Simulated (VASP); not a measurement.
# GaCo (Pm-3m) in VASP: notebook

Runs on GaCo. Level: PBE. Tasks: electric field gradients.

Everything below comes from runs of VASP 6.6.1. Logs are shortened: lines on timing, memory, paths and dates and some standing lists are left out, and cuts for length are marked.

**1. The cell of the first run**

The structure is cubic, space group Pm-3m (No. 221). Conventional cell: a = 2.825 Å, b = 2.825 Å, c = 2.825 Å, α = 90.00°, β = 90.00°, γ = 90.00°. Ga (site symmetry m-3m) has 8 Co at 2.45 Å and 6 Ga at 2.82 Å within 3.2 Å. Co (site symmetry m-3m) has 8 Ga at 2.45 Å and 6 Co at 2.82 Å within 3.2 Å.

**2. Electric field gradients, PBE, collinear spin, ferromagnetic start (11.27 Å³/atom)**

File INCAR:

```
  PREC = Accurate
  ENCUT = 520
  EDIFF = 1E-8
  ISMEAR = -1
  SIGMA = 0.03
  LREAL = False
  LASPH = True
  NELM = 150
  ALGO = Normal
  ISIF = 2
  LWAVE = False
  LCHARG = False
  ISPIN = 2
  MAGMOM = 0 2
  LORBIT = 11
  LMAXMIX = 4
  GGA = PE
  LEFG = True
  NBANDS = 22
```

File KPOINTS:

```
regular mesh
0
Gamma
  11 11 11
```

File POSCAR:

```
GaCo
1.0
    2.8247453739      0.0000000000      0.0000000000
    0.0000000000      2.8247453739      0.0000000000
    0.0000000000      0.0000000000      2.8247453739
Ga Co
1 1
Direct
    0.5000000000      0.5000000000      0.5000000000
    0.0000000000      0.0000000000      0.0000000000
```

Potentials or basis: VASP PAW PBE potentials, release 64 (Ga_d, Co).

Launch:

```console
> cat potpaw_PBE.64/Ga_d/POTCAR potpaw_PBE.64/Co/POTCAR > POTCAR
> mpirun -np 1 vasp_std > vasp.out
```

OUTCAR:

```text
PREC = Accurate
   ENCUT = 520
   EDIFF = 1E-8
   ISMEAR = -1
   LREAL = False
   LASPH = True
   NELM = 150
   ISIF = 2
   ISPIN = 2
   LORBIT = 11
   GGA = PE

 ion  position               nearest neighbor table
   1  0.500  0.500  0.500-   2 2.45   2 2.45   2 2.45   2 2.45   2 2.45   2 2.45   2 2.45   2 2.45

   2  0.000  0.000  0.000-   1 2.45   1 2.45   1 2.45   1 2.45   1 2.45   1 2.45   1 2.45   1 2.45

  LATTYP: Found a simple cubic cell.
 ALAT       =     2.8247453739

  Lattice vectors:

 A1 = (   2.8247453739,   0.0000000000,   0.0000000000)
 A2 = (   0.0000000000,   2.8247453739,   0.0000000000)
 A3 = (   0.0000000000,   0.0000000000,   2.8247453739)

Analysis of symmetry for initial positions (statically):
=====================================================================
 Subroutine PRICEL returns:
 Original cell was already a primitive cell.

 Routine SETGRP: Setting up the symmetry group for a
 simple cubic supercell.

 Subroutine GETGRP returns: Found 48 space group operations
 (whereof 48 operations were pure point group operations)
 out of a pool of 48 trial point group operations.

The static configuration has the point symmetry O_h .

Analysis of symmetry for dynamics (positions and initial velocities):
=====================================================================
 Subroutine PRICEL returns:
 Original cell was already a primitive cell.

 Routine SETGRP: Setting up the symmetry group for a
 simple cubic supercell.

 Subroutine GETGRP returns: Found 48 space group operations
 (whereof 48 operations were pure point group operations)
 out of a pool of 48 trial point group operations.

The dynamic configuration has the point symmetry O_h .

Analysis of structural, dynamic, and magnetic symmetry:
=====================================================================
 Subroutine PRICEL returns:
 Original cell was already a primitive cell.

 Routine SETGRP: Setting up the symmetry group for a
 simple cubic supercell.

 Subroutine GETGRP returns: Found 48 space group operations
 (whereof 48 operations were pure point group operations)
 out of a pool of 48 trial point group operations.

[... 165 lines left out ...]
      5      -4.3185      1.00000
      6      -1.9858      1.00000
[... 589 lines left out ...]
     21      31.8526      0.00000
     22      34.4357      0.00000

 [... further k-points ...]

 spin component 2

 k-point     1 :       0.0000    0.0000    0.0000
  band No.  band energies     occupation
      1      -4.7237      1.00000
      2      -4.7237      1.00000
      3      -4.3185      1.00000
      4      -4.3185      1.00000
      5      -4.3185      1.00000
      6      -1.9858      1.00000
[... 589 lines left out ...]
     21      31.8526      0.00000
     22      34.4357      0.00000

 [... further k-points ...]

------------------------ aborting loop because EDIFF is reached ----------------------------------------

  FORCE on cell =-STRESS in cart. coord.  units (eV):
  Direction    XX          YY          ZZ          XY          YZ          ZX
  --------------------------------------------------------------------------------------
  -------------------------------------------------------------------------------------
  Total        1.7487306      1.7487306      1.7487306      0.0000000      0.0000000     -0.0000000
  in kB      124.3069959    124.3069959    124.3069959      0.0000000      0.0000000     -0.0000000
  external PRESSURE =     124.3069959 kB  Pullay stress =       0.0000000 kB

 VOLUME and BASIS-vectors are now :
 -----------------------------------------------------------------------------
  energy-cutoff  :      520.00
  volume of cell :       22.54
      direct lattice vectors                 reciprocal lattice vectors
     2.824745374  0.000000000  0.000000000     0.354014209  0.000000000  0.000000000
     0.000000000  2.824745374  0.000000000     0.000000000  0.354014209  0.000000000
     0.000000000  0.000000000  2.824745374     0.000000000  0.000000000  0.354014209

 POSITION                                       TOTAL-FORCE (eV/Angst)
 -----------------------------------------------------------------------------------
      1.41237      1.41237      1.41237         0.000000      0.000000      0.000000
      0.00000      0.00000      0.00000         0.000000      0.000000      0.000000
 -----------------------------------------------------------------------------------
    total drift:                                0.000000      0.000000     -0.000000

  FREE ENERGIE OF THE ION-ELECTRON SYSTEM (eV)
  ---------------------------------------------------
  free  energy   TOTEN  =       -10.4285494723 eV

  energy  without entropy=      -10.4253002343  energy(sigma->0) =      -10.42692485

 Electric field gradients (V/A^2)
---------------------------------------------------------------------
 ion       V_xx      V_yy      V_zz      V_xy      V_xz      V_yz
---------------------------------------------------------------------
   1       0.000     0.000     0.000    -0.000     0.000    -0.000
   2       0.000     0.000     0.000    -0.000    -0.000    -0.000
---------------------------------------------------------------------

 Electric field gradients after diagonalization (V/A^2)
 (convention: |V_zz| > |V_xx| > |V_yy|)
----------------------------------------------------------------------
 ion       V_xx      V_yy      V_zz     asymmetry (V_yy - V_xx)/ V_zz
----------------------------------------------------------------------
   1       0.000     0.000     0.000      -0.183
   2       0.000     0.000     0.000      -0.057
----------------------------------------------------------------------

           NMR quadrupolar parameters

 Cq : quadrupolar parameter    Cq=e*Q*V_zz/h
 eta: asymmetry parameters     (V_yy - V_xx)/ V_zz
 Q  : nuclear electric quadrupole moment in mb (millibarn)
----------------------------------------------------------------------
 ion       Cq(MHz)       eta       Q (mb)
----------------------------------------------------------------------
   1       0.000      -0.183       1.000
   2       0.000      -0.057       1.000
----------------------------------------------------------------------

 total charge

# of ion       s       p       d       tot
------------------------------------------
    1        0.856   0.946  10.075  11.877
    2        0.407   0.501   7.557   8.464
--------------------------------------------------
tot          1.262   1.446  17.632  20.341

 magnetization (x)

# of ion       s       p       d       tot
------------------------------------------
    1       -0.000   0.000  -0.000  -0.000
    2       -0.000  -0.000   0.000   0.000
--------------------------------------------------
tot         -0.000  -0.000   0.000   0.000
```

OSZICAR:

```text
N       E                     dE             d eps       ncg     rms          rms(c)
DAV:   1     0.117259500477E+03    0.11726E+03   -0.95811E+03  5664   0.182E+03
DAV:   2    -0.119065271181E+01   -0.11845E+03   -0.11092E+03  5050   0.322E+02
DAV:   3    -0.108807856666E+02   -0.96901E+01   -0.95384E+01  5660   0.786E+01
DAV:   4    -0.110412158347E+02   -0.16043E+00   -0.16033E+00  5728   0.103E+01
[... 11 lines left out ...]
DAV:  16    -0.104285491633E+02   -0.29166E-05   -0.33373E-05  7324   0.403E-02    0.102E-03
DAV:  17    -0.104285494127E+02   -0.24940E-06   -0.94639E-07  6002   0.597E-03    0.330E-04
DAV:  18    -0.104285494522E+02   -0.39580E-07   -0.25552E-08  5486   0.104E-03    0.191E-04
DAV:  19    -0.104285494678E+02   -0.15571E-07   -0.70813E-09  2962   0.531E-04    0.821E-05
DAV:  20    -0.104285494723E+02   -0.44702E-08   -0.72115E-09  2752   0.701E-04
   1 F= -.10428549E+02 E0= -.10426925E+02  d E =-.324924E-02  mag=    -0.0000
```

stdout:

```text
POSCAR found type information on POSCAR GaCo
 POSCAR found :  2 types and       2 ions
 scaLAPACK will be used
 LDA part: xc-table for (Slater+PW92), standard interpolation
 POSCAR, INCAR and KPOINTS ok, starting setup
 FFT: planning ... GRIDC
 FFT: planning ... GRID_SOFT
 FFT: planning ... GRID
 WAVECAR not read
 entering main loop
ion   1

ion   2
```

It took 2 min on 1 thread of Intel Xeon 8259CL, shared host; peak memory 0.18 GiB.

What came out:

```
Free energy                                           : -10.4285 eV
Pressure                                              : 12.4 GPa
Band gap on the k mesh                                : zero (filled and empty bands overlap)
Net moment                                            : 0.00 μB per cell
Largest electric field gradient by atom               : zero within the noise of the run
Valence electrons inside the program's atomic spheres : Ga 11.88; Co 8.46
```

Levels at points of the mesh, in eV from the Fermi level:
Spin up:
```tsv
k point	band 7	band 8	band 9	band 10	band 11	band 12	band 13	band 14	band 15	band 16
(0.00, 0.00, 0.00)	-2.78	-2.78	-0.82	-0.82	-0.82	5.39	5.39	5.39	11.40	11.40
```
Spin down:
```csv
k point,band 7,band 8,band 9,band 10,band 11,band 12,band 13,band 14,band 15,band 16
"(0.00, 0.00, 0.00)",-2.78,-2.78,-0.82,-0.82,-0.82,5.39,5.39,5.39,11.40,11.40
```

Caveat: the cell stands under pressure.

**3. Electric field gradients, PBE, collinear spin, ferromagnetic start (11.62 Å³/atom)**

This run uses another cell than the first one, of 11.62 Å³/atom.

File INCAR:

```
SYSTEM = GaCo
PREC = Accurate
ENCUT = 520
EDIFF = 1E-8
ISMEAR = -1
SIGMA = 0.03
LREAL = .False.
LASPH = .True.
NELM = 150
ALGO = Normal
ISIF = 2
LWAVE = .False.
LCHARG = .False.
ISPIN = 2
MAGMOM = 0 2
LORBIT = 11
LMAXMIX = 4
GGA = PE
LEFG = .True.
NBANDS = 22
```

File KPOINTS:

```
Automatic mesh
0
Gamma
  11 11 11
  0 0 0
```

File POSCAR:

```
GaCo
1.0
    2.8539757866      0.0000000000      0.0000000000
    0.0000000000      2.8539757866      0.0000000000
    0.0000000000      0.0000000000      2.8539757866
Ga Co
1 1
Direct
    0.5000000000      0.5000000000      0.5000000000
    0.0000000000      0.0000000000      0.0000000000
```

Potentials or basis: VASP PAW PBE potentials, release 64 (Ga_d, Co).

Launch:

```console
> cat potpaw_PBE.64/Ga_d/POTCAR potpaw_PBE.64/Co/POTCAR > POTCAR
> mpirun -np 1 vasp_std > vasp.out
```

OUTCAR:

```text
SYSTEM = GaCo
   PREC = Accurate
   ENCUT = 520
   EDIFF = 1E-8
   ISMEAR = -1
   LREAL = .False.
   LASPH = .True.
   NELM = 150
   ISIF = 2
   ISPIN = 2
   LORBIT = 11
   GGA = PE

 ion  position               nearest neighbor table
   1  0.500  0.500  0.500-   2 2.47   2 2.47   2 2.47   2 2.47   2 2.47   2 2.47   2 2.47   2 2.47

   2  0.000  0.000  0.000-   1 2.47   1 2.47   1 2.47   1 2.47   1 2.47   1 2.47   1 2.47   1 2.47

  LATTYP: Found a simple cubic cell.
 ALAT       =     2.8539757866

  Lattice vectors:

 A1 = (   2.8539757866,   0.0000000000,   0.0000000000)
 A2 = (   0.0000000000,   2.8539757866,   0.0000000000)
 A3 = (   0.0000000000,   0.0000000000,   2.8539757866)

Analysis of symmetry for initial positions (statically):
=====================================================================
 Subroutine PRICEL returns:
 Original cell was already a primitive cell.

 Routine SETGRP: Setting up the symmetry group for a
 simple cubic supercell.

 Subroutine GETGRP returns: Found 48 space group operations
 (whereof 48 operations were pure point group operations)
 out of a pool of 48 trial point group operations.

The static configuration has the point symmetry O_h .

Analysis of symmetry for dynamics (positions and initial velocities):
=====================================================================
 Subroutine PRICEL returns:
 Original cell was already a primitive cell.

 Routine SETGRP: Setting up the symmetry group for a
[... 1389 lines left out ...]
  --------------------------------------------------------------------------------------
  -------------------------------------------------------------------------------------
  Total        0.8265073      0.8265073      0.8265073     -0.0000000      0.0000000      0.0000000
  in kB       56.9647808     56.9647808     56.9647808     -0.0000000      0.0000000      0.0000000
  external PRESSURE =      56.9647808 kB  Pullay stress =       0.0000000 kB

 VOLUME and BASIS-vectors are now :
 -----------------------------------------------------------------------------
  energy-cutoff  :      520.00
  volume of cell :       23.25
      direct lattice vectors                 reciprocal lattice vectors
     2.853975787  0.000000000  0.000000000     0.350388397  0.000000000  0.000000000
     0.000000000  2.853975787  0.000000000     0.000000000  0.350388397  0.000000000
     0.000000000  0.000000000  2.853975787     0.000000000  0.000000000  0.350388397

 POSITION                                       TOTAL-FORCE (eV/Angst)
 -----------------------------------------------------------------------------------
      1.42699      1.42699      1.42699         0.000000      0.000000      0.000000
      0.00000      0.00000      0.00000         0.000000      0.000000      0.000000
 -----------------------------------------------------------------------------------
    total drift:                                0.000000      0.000000     -0.000000

  FREE ENERGIE OF THE ION-ELECTRON SYSTEM (eV)
  ---------------------------------------------------
  free  energy   TOTEN  =       -10.4681203500 eV

  energy  without entropy=      -10.4646622144  energy(sigma->0) =      -10.46639128

 Electric field gradients (V/A^2)
---------------------------------------------------------------------
 ion       V_xx      V_yy      V_zz      V_xy      V_xz      V_yz
---------------------------------------------------------------------
   1       0.000     0.000    -0.000     0.000     0.000    -0.000
   2       0.000     0.000    -0.000    -0.000     0.000    -0.000
---------------------------------------------------------------------

 Electric field gradients after diagonalization (V/A^2)
 (convention: |V_zz| > |V_xx| > |V_yy|)
----------------------------------------------------------------------
 ion       V_xx      V_yy      V_zz     asymmetry (V_yy - V_xx)/ V_zz
----------------------------------------------------------------------
   1      -0.000     0.000     0.000       1.273
   2       0.000     0.000    -0.000       0.022
----------------------------------------------------------------------

           NMR quadrupolar parameters

 Cq : quadrupolar parameter    Cq=e*Q*V_zz/h
 eta: asymmetry parameters     (V_yy - V_xx)/ V_zz
 Q  : nuclear electric quadrupole moment in mb (millibarn)
----------------------------------------------------------------------
 ion       Cq(MHz)       eta       Q (mb)
----------------------------------------------------------------------
   1       0.000       1.273       1.000
   2      -0.000       0.022       1.000
----------------------------------------------------------------------

 total charge

# of ion       s       p       d       tot
------------------------------------------
    1        0.851   0.912  10.062  11.825
    2        0.396   0.474   7.532   8.402
--------------------------------------------------
tot          1.246   1.387  17.594  20.227

 magnetization (x)

# of ion       s       p       d       tot
------------------------------------------
    1       -0.000  -0.000  -0.000  -0.000
    2       -0.000  -0.000   0.000   0.000
--------------------------------------------------
tot         -0.000  -0.000   0.000   0.000
```

OSZICAR:

```text
N       E                     dE             d eps       ncg     rms          rms(c)
DAV:   1     0.116655767006E+03    0.11666E+03   -0.98061E+03  5626   0.182E+03
DAV:   2    -0.129890576646E+01   -0.11795E+03   -0.11072E+03  5036   0.318E+02
DAV:   3    -0.109528147327E+02   -0.96539E+01   -0.94982E+01  5612   0.778E+01
[... 12 lines left out ...]
DAV:  16    -0.104681182175E+02   -0.11736E-04   -0.16607E-04  6904   0.880E-02    0.316E-03
DAV:  17    -0.104681199805E+02   -0.17631E-05   -0.10974E-05  7604   0.197E-02    0.128E-03
DAV:  18    -0.104681202405E+02   -0.25999E-06   -0.19039E-06  7714   0.855E-03    0.540E-04
DAV:  19    -0.104681203130E+02   -0.72498E-07   -0.56845E-07  7448   0.473E-03    0.263E-04
DAV:  20    -0.104681203505E+02   -0.37439E-07   -0.99541E-08  5380   0.231E-03    0.786E-05
DAV:  21    -0.104681203500E+02    0.49704E-09   -0.84542E-09  2796   0.573E-04
   1 F= -.10468120E+02 E0= -.10466391E+02  d E =-.345814E-02  mag=     0.0001
```

It took 1.7 min on 1 thread of Intel Xeon 8259CL, shared host; peak memory 0.18 GiB.

Results:

```
Free energy                                           : -10.4681 eV
Pressure                                              : 5.7 GPa
Band gap on the k mesh                                : zero (filled and empty bands overlap)
Net moment                                            : 0.00 μB per cell
Largest electric field gradient by atom               : zero within the noise of the run
Valence electrons inside the program's atomic spheres : Ga 11.82; Co 8.40
```

Caveat: the cell stands under pressure.

[end of part 1 of 2]
